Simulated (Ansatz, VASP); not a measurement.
## Ru: VASP beside Ansatz

```
Ru
1.0
     2.69169    0.00000    0.00000
    -1.34585    2.33107    0.00000
     0.00000    0.00000    4.25174
Ru
2
Direct
  0.33333 0.66667 0.25000
  0.66667 0.33333 0.75000
```

Alike in both runs: functional PBEsol; k mesh 18 × 18 × 10; occupations fermi-dirac, width 0.15 eV; no spin polarisation.

Ansatz relaxed the structure, and its values are those at the end. VASP's run is a single point on that final structure, the one shown.

```csv
,VASP,Ansatz
version,VASP 6.6.1,Ansatz 0.2.0
potentials or method,"VASP PAW PBE potentials, release 64 (Ru_pv), cutoff 520 eV","scalar-relativistic, plane waves, PAW"
valence electrons in the cell,28,32
```

|  | VASP | Ansatz | Ansatz less VASP |
| --- | --- | --- | --- |
| gap on the k mesh at the Fermi level (eV) | none | none | - |
| pressure (GPa) | 0.0 | 0.0 | +0.04 |

VASP's potentials were made for PBE, not for PBEsol. A gap of «none» marks a metal or a gap that the smearing closes. The functional is the same, so the differences come from potentials, cutoffs and numerics. VASP's potentials hold 28 valence electrons a cell and Ansatz's 32, so a difference there can come from the potentials and not from the codes.
